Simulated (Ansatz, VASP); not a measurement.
**Two plane-wave programs on CdS**

```
CELL_PARAMETERS angstrom
4.13480 0.00000 0.00000
-2.06740 3.58084 0.00000
0.00000 0.00000 6.74900
ATOMIC_POSITIONS crystal
Cd 0.33333 0.66667 0.00000
Cd 0.66667 0.33333 0.50000
S 0.33333 0.66667 0.38500
S 0.66667 0.33333 0.88500
```

Alike in both runs: task single point; functional PBE; k mesh 5 × 5 × 3; occupations fermi-dirac, width 0.05 eV; no spin polarisation.

|  | VASP | Ansatz |
| --- | --- | --- |
| version | VASP 6.6.1 | Ansatz 0.2.0 |
| potentials or method | VASP PAW PBE potentials, release 64 (Cd, S), cutoff 500 eV | PAW, plane waves, scalar-relativistic |
| valence electrons in the cell | 36 | 52 |

```tsv
	VASP	Ansatz	Ansatz less VASP
pressure (GPa)	2.9	2.5	-0.34
traceless stress, the component that is largest in VASP (GPa)	-1.58	-1.53	+0.054
rms of the force components (eV/Å)	0.157	0.152	-0.0048
```

Atom by atom the forces differ by 0.005 eV/Å (rms over components). The functional is the same, so the differences come from potentials, cutoffs and numerics. VASP's potentials hold 36 valence electrons a cell and Ansatz's 52, so a difference there can come from the potentials and not from the codes.
